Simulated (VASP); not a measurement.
# Si16N in VASP: single point with PBE+D3(BJ)

Aim: the single point of Si16N with PBE+D3(BJ).

All numbers are computed with VASP 6.6.1; they aren't measurements. Logs are shortened: lines on timing, memory, paths and dates and some standing lists are left out, and cuts for length are marked.

## Step 1: The cell of the first run

The cell holds a slab with vacuum, 34 atoms: a = 7.631 Å, b = 7.631 Å, c = 28.987 Å, α = 90.00°, β = 90.00°, γ = 120.00°.

## Step 2: Single point, PBE+D3(BJ)

The input, INCAR:

```
SYSTEM = Si16N
ALGO     = Normal         ! electronic algorithm
DIPOL    = 0.5 0.5 0.334
EDIFF    = 1E-7           ! SCF threshold, eV
ENCUT    = 520            ! plane-wave cutoff, eV
GGA      = PE             ! functional
IDIPOL   = 3            
ISIF     = 2              ! what is computed and relaxed
ISMEAR   = 0              ! smearing method
IVDW     = 12             ! dispersion correction
LASPH    = .TRUE.         ! aspherical terms in the spheres
LCHARG   = .TRUE.         ! write CHGCAR
LDIPOL   = .TRUE.       
LELF     = .TRUE.         ! ELF
LREAL    = Auto         
LVACPOTAV= .TRUE.       
LVHAR    = .TRUE.       
LWAVE    = .FALSE.        ! write WAVECAR
NBANDS   = 92             ! bands
NELM     = 100            ! most SCF steps
PREC     = Accurate       ! precision mode
SIGMA    = 0.05           ! smearing width, eV
```

The input, KPOINTS:

```
k-points
0
G
  6 6 1
  0 0 0
```

The input, POSCAR:

```
Si16N
1.0
    7.6310340353      0.0000000000      0.0000000000
   -3.8155170176      6.6086693317      0.0000000000
    0.0000000000      0.0000000000     28.9874814887
Si N
32 2
Direct
    0.3333333333      0.1666666667      0.1379906013
    0.3333333333      0.6666666667      0.1379906013
    0.8333333333      0.1666666667      0.1379906013
    0.8333333333      0.6666666667      0.1379906013
    0.1666666667      0.3333333333      0.1654736886
    0.1666666667      0.8333333333      0.1654736886
    0.6666666667      0.3333333333      0.1654736886
    0.6666666667      0.8333333333      0.1654736886
    0.1666666667      0.3333333333      0.2468813265
    0.1666666667      0.8333333333      0.2468813265
    0.6666666667      0.3333333333      0.2468813265
    0.6666666667      0.8333333333      0.2468813265
    0.3333333333      0.1666666667      0.2743644139
    0.3333333333      0.6666666667      0.2743644139
    0.8333333333      0.1666666667      0.2743644139
    0.8333333333      0.6666666667      0.2743644139
    0.3333333333      0.1666666667      0.3556303192
    0.3333333333      0.6666666667      0.3556303192
    0.8333333333      0.1666666667      0.3556303192
    0.8333333333      0.6666666667      0.3556303192
    0.1666666667      0.3333333333      0.3827070110
    0.1666666667      0.8333333333      0.3827070110
    0.6666666667      0.3333333333      0.3827070110
    0.6666666667      0.8333333333      0.3827070110
    0.1666666667      0.3333333333      0.4657581719
    0.1666666667      0.8333333333      0.4657581719
    0.6666666667      0.3333333333      0.4657581719
    0.6666666667      0.8333333333      0.4657581719
    0.3333333333      0.1666666667      0.4894347753
    0.3333333333      0.6666666667      0.4894347753
    0.8333333333      0.1666666667      0.4894347753
    0.8333333333      0.6666666667      0.4894347753
    0.5000000000      0.5000000000      0.6170760815
    0.5000000000      0.5000000000      0.6550234968
```

Potentials or basis: VASP PAW PBE potentials, release 64 (Si, N).

On the command line:

```console
$ cat potpaw_PBE.64/Si/POTCAR potpaw_PBE.64/N/POTCAR > POTCAR
$ mpirun -np 1 vasp_std > vasp.out
```

OUTCAR:

```text
SYSTEM = Si16N
   EDIFF = 1E-7
   ENCUT = 520
   GGA = PE
   ISIF = 2
   ISMEAR = 0
   IVDW = 12
   LASPH = .TRUE.
   LREAL = Auto
   NELM = 100
   PREC = Accurate
 IVDW          = 12

 ion  position               nearest neighbor table
   1  0.333  0.167  0.138-   5 2.34   6 2.34   7 2.34
   2  0.333  0.667  0.138-   6 2.34   5 2.34   8 2.34
   3  0.833  0.167  0.138-   7 2.34   8 2.34   5 2.34
   4  0.833  0.667  0.138-   8 2.34   7 2.34   6 2.34
   5  0.167  0.333  0.165-   1 2.34   2 2.34   3 2.34   9 2.36
   6  0.167  0.833  0.165-   2 2.34   1 2.34   4 2.34  10 2.36
   7  0.667  0.333  0.165-   3 2.34   4 2.34   1 2.34  11 2.36
   8  0.667  0.833  0.165-   4 2.34   3 2.34   2 2.34  12 2.36
   9  0.167  0.333  0.247-  13 2.34  14 2.34  15 2.34   5 2.36
  10  0.167  0.833  0.247-  14 2.34  13 2.34  16 2.34   6 2.36
[... 16 lines left out ...]
  27  0.667  0.333  0.466-  31 2.31  32 2.31  29 2.31  23 2.41
  28  0.667  0.833  0.466-  32 2.31  31 2.31  30 2.31  24 2.41
  29  0.333  0.167  0.489-  25 2.31  26 2.31  27 2.31
  30  0.333  0.667  0.489-  26 2.31  25 2.31  28 2.31
  31  0.833  0.167  0.489-  27 2.31  28 2.31  25 2.31
  32  0.833  0.667  0.489-  28 2.31  27 2.31  26 2.31
  33  0.500  0.500  0.617-  34 1.10
  34  0.500  0.500  0.655-  33 1.10

  LATTYP: Found a hexagonal cell.
 ALAT       =     7.6310340353
 C/A-ratio  =     3.7986308742

  Lattice vectors:

 A1 = (   7.6310340353,   0.0000000000,   0.0000000000)
 A2 = (  -3.8155170176,   6.6086693317,   0.0000000000)
 A3 = (   0.0000000000,   0.0000000000,  28.9874814887)

Analysis of symmetry for initial positions (statically):
=====================================================================
 Subroutine PRICEL returns:
 Original cell was already a primitive cell.

 Routine SETGRP: Setting up the symmetry group for a
 hexagonal supercell.

 Subroutine GETGRP returns: Found  6 space group operations
 (whereof  2 operations were pure point group operations)
 out of a pool of 24 trial point group operations.

The static configuration has the point symmetry C_1h.
 The point group associated with its full space group is C_3v.

Analysis of symmetry for dynamics (positions and initial velocities):
=====================================================================
 Subroutine PRICEL returns:
 Original cell was already a primitive cell.

 Routine SETGRP: Setting up the symmetry group for a
 hexagonal supercell.

 Subroutine GETGRP returns: Found  6 space group operations
 (whereof  2 operations were pure point group operations)
[... 161 lines left out ...]
   NUPDOWN=      -1.0000    fix difference up-down
   EMIN   =  10.00;   EMAX   =-10.00  energy-range for DOS
   EFERMI =   0.00;   METHOD = LEGACY
   ISMEAR =     0;   SIGMA  =   0.05  broadening in eV -4-tet -1-fermi 0-gaus
   EFERMI_NEDOS =   21; number of points for ismear=-14 and -15
   IALGO  =     38    algorithm
   IMIX   =      4    mixing-type and parameters
     AMIX     =   0.40;   BMIX     =  1.00
     AMIX_MAG =   1.60;   BMIX_MAG =  1.00
  volume/ion in A,a.u.               =      43.00       290.15
  Fermi-wavevector in a.u.,A,eV,Ry     =   0.745416  1.408632  7.560004  0.555645
  Thomas-Fermi vector in A             =   1.840997
   LORBIT       =      0    0 simple, 1 ext, 2 COOP (PROOUT), +10 PAW based schemes
   GGA     = PE    functional components
   LHFCALC =     F    Hartree Fock is set to
   AEXX    =    0.0000 exact exchange contribution
   IVDW    =    12    specifies the selected vdW correction
   LEPSILON=     F    determine dielectric tensor
   LRPA    =     F    only Hartree local field effects (RPA)
 non-spin polarized calculation
 Gauss-broadening in eV      SIGMA  =   0.05
  energy-cutoff  :      520.00
  volume of cell :     1461.87
 maximum number of plane-waves:     39400
 NGX is ok and might be reduce to    60
   NGX = 29   NGY = 29   NGZ =107

 dipolmoment           0.000000      0.000000      0.030670 electrons x Angstroem

 number of electron     137.9999999 magnetization

 dipolmoment           0.000000      0.000000     -0.026834 electrons x Angstroem

 Free energy of the ion-electron system (eV)
  ---------------------------------------------------
  ext. energy  EPLUGINS =         0.00000000
  ---------------------------------------------------
  free energy    TOTEN  =      -179.40394367 eV

  energy without entropy =     -179.37064266  energy(sigma->0) =     -179.38729316

 E-fermi :  -0.0324     XC(G=0):  -4.8888

 val. band max:       -0.0391090256   @ k =   0.3333   0.3333   0.0000
 cond. band min:      -0.0318911202   @ k =   0.3333   0.3333   0.0000
 fundamental gap:      0.0072179054
 Fermi energy:        -0.0324451031

 k-point     1 :       0.0000    0.0000    0.0000
  band No.  band energies     occupation
      1     -23.7874      2.00000
      2     -11.9082      2.00000
      3     -11.3637      2.00000
      4     -10.6324      2.00000
      5      -9.9650      2.00000
      6      -9.7096      2.00000
[... 577 lines left out ...]
     80       2.6774      0.00000
     81       2.7516      0.00000
 [bands above 81 left out]

------------------------ aborting loop because EDIFF is reached ----------------------------------------

 Edisp (eV)   -9.17415

 E8    (eV) :    -3.8834

  FORCE on cell =-STRESS in cart. coord.  units (eV):
  Direction    XX          YY          ZZ          XY          YZ          ZX
  --------------------------------------------------------------------------------------
  -------------------------------------------------------------------------------------
  Total       2.18434     2.18434     0.60367     0.00000     0.00000     0.00000
  in kB       2.39399     2.39399     0.66162     0.00000     0.00000     0.00000
  external pressure =        1.82 kB  Pullay stress =        0.00 kB

 VOLUME and BASIS-vectors are now :
 -----------------------------------------------------------------------------
  energy-cutoff  :      520.00
  volume of cell :     1461.87
      direct lattice vectors                 reciprocal lattice vectors
     7.631034035  0.000000000  0.000000000     0.131043840  0.075658196  0.000000000
    -3.815517018  6.608669332  0.000000000     0.000000000  0.151316392  0.000000000
     0.000000000  0.000000000 28.987481489     0.000000000  0.000000000  0.034497650

 POSITION                                       TOTAL-FORCE (eV/Angst)
 -----------------------------------------------------------------------------------
      1.90776      1.10144      4.00000         0.000000      0.000975      0.510178
     -0.00000      4.40578      4.00000         0.000844     -0.000487      0.510178
      5.72328      1.10144      4.00000         0.000000     -0.000000      0.509794
      3.81552      4.40578      4.00000        -0.000844     -0.000487      0.510178
      0.00000      2.20289      4.79667         0.001483      0.000856     -0.670534
     -1.90776      5.50722      4.79667         0.000000     -0.000000     -0.672117
[... 26 lines left out ...]
      1.90776      3.30433     17.88748         0.000000     -0.000000     -2.172800
      1.90776      3.30433     18.98748         0.000000     -0.000000      2.111449
 -----------------------------------------------------------------------------------
    total drift:                               -0.000000      0.000000      0.003771

  FREE ENERGIE OF THE ION-ELECTRON SYSTEM (eV)
  ---------------------------------------------------
  free  energy   TOTEN  =      -188.5780924395 eV

  energy  without entropy=     -188.5447914225  energy(sigma->0) =     -188.56144193

 vacuum level on the upper side and lower side of the slab         4.692         4.788
```

Run time: 54 min. Hardware: 1 thread of AMD EPYC 9R45 (Zen 5), shared host; peak memory 1.7 GiB.

Results:

| Property | Result |
| --- | --- |
| Free energy | -188.5781 eV |
| Largest force | 2.173 eV/Å |
| Band gap on the k mesh | zero (bands 69 and 70 overlap by 0.36 eV) |
| Dispersion energy per atom | -0.270 eV |

Forces in eV/Å, atoms in the order of the input:
```
Si   0.000  0.001  0.510
Si   0.001  0.000  0.510
Si   0.000  0.000  0.510
Si  -0.001  0.000  0.510
Si   0.001  0.001 -0.671
Si   0.000  0.000 -0.672
Si  -0.001  0.001 -0.671
Si   0.000 -0.002 -0.671
Si   0.002  0.001  0.226
Si   0.000  0.000  0.227
Si  -0.002  0.001  0.226
Si   0.000 -0.002  0.226
Si   0.000  0.002 -0.050
Si   0.002 -0.001 -0.050
Si   0.000  0.000 -0.050
Si  -0.002 -0.001 -0.050
Si   0.000  0.000  0.015
Si   0.000  0.000  0.015
Si   0.000  0.000  0.023
Si   0.000  0.000  0.015
Si   0.008  0.005  0.029
Si   0.000  0.000  0.025
Si  -0.008  0.005  0.029
Si   0.000 -0.009  0.029
Si   0.000  0.000 -0.005
Si   0.000  0.000 -0.014
Si   0.000  0.000 -0.005
Si   0.000  0.001 -0.005
Si   0.000 -0.001 -0.041
Si  -0.001  0.001 -0.041
Si   0.000  0.000 -0.030
Si   0.001  0.001 -0.041
N    0.000  0.000 -2.173
N    0.000  0.000  2.111
```

Levels at points of the mesh, in eV from the Fermi level:
```csv
k point,band 66,band 67,band 68,band 69,band 70,band 71
"(0.00, 0.00, 0.00)",-0.26,-0.25,-0.24,-0.24,-0.23,0.13
"(0.50, 0.00, 0.00)",-0.07,-0.06,0.00,0.01,0.06,0.06
```

Caveat: the standard files for N, O and F lose accuracy on very short bonds.
